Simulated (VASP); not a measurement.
## CsSnI3: relaxation of cell and atoms with LDA

The system is CsSnI3.

```
Cs Sn I
1.0
     6.28317    0.00000    0.00000
     0.00000    6.28317    0.00000
     0.00000    0.00000    6.28317
Cs Sn I
1 1 3
Direct
  0.00000 0.00000 0.00000
  0.50000 0.50000 0.50000
  0.00000 0.50000 0.50000
  0.50000 0.00000 0.50000
  0.50000 0.50000 0.00000
```

```
Program                : VASP 6.6.1
Task                   : relaxation of cell and atoms
Functional             : LDA
Potentials or basis    : VASP PAW LDA potentials, release 64 (Cs_sv, Sn_d, I)
Cutoff                 : 600 eV
k mesh                 : 6 × 6 × 6
Occupations            : gaussian, width 0.02 eV
Spin                   : no spin polarisation
Dipole correction      : no
Further INCAR settings : ALGO = Normal; EDIFF = 1e-06; IBRION = 2; EDIFFG = -0.005; NSW = 70; ISIF = 3
```

The relaxed volume is 44.01 Å³/atom and the relaxed cell is a = 6.037 Å, b = 6.037 Å, c = 6.037 Å, α = 90.00°, β = 90.00°, γ = 90.00°. The space group after relaxing (to 0.1 Å) is Pm-3m (No. 221) and the energy gained by relaxing is 36.8 meV/atom. The ionic steps are 4, the pressure after relaxing is 0.0 GPa and the band gap on the k mesh is zero (filled and empty bands touch).

The path:
```csv
step,energy change (eV),largest force (eV/Å),pressure (GPa),volume (Å³)
1,0.0000,0.0000,-1.91,248.05
2,-0.1694,0.0000,-0.61,227.40
3,-0.1841,0.0000,-0.07,220.86
4,-0.1842,0.0000,0.00,220.03
```

Final structure:
```
Cs Sn I
1.0
     6.03706    0.00000    0.00000
     0.00000    6.03706    0.00000
     0.00000    0.00000    6.03706
Cs Sn I
1 1 3
Direct
  0.00000 0.00000 0.00000
  0.50000 0.50000 0.50000
  0.00000 0.50000 0.50000
  0.50000 0.00000 0.50000
  0.50000 0.50000 0.00000
```

Levels at points of the mesh, in eV from the Fermi level:
```
           k point  band 20  band 21  band 22  band 23  band 24  band 25
(0.00, 0.00, 0.00)    -2.53    -2.53    -2.53     1.62     2.45     2.45
(0.50, 0.00, 0.00)    -2.70    -2.70    -1.73     0.84     3.38     3.43
(0.50, 0.50, 0.00)    -2.88    -2.05    -0.81     0.52     0.52     3.74
(0.50, 0.50, 0.50)    -2.03    -2.03     0.01     0.01     0.01     0.12
```

It took 4.7 min on 1 thread of AMD EPYC 7R13 Processor (Zen 3), on a shared host, peak memory 0.37 GiB.

Caveat: semilocal functionals underestimate gaps, and a narrow one can read as zero; spin-orbit coupling is left out, which moves the levels of the heavy elements. Zero-point motion and thermal expansion aren't in these numbers.
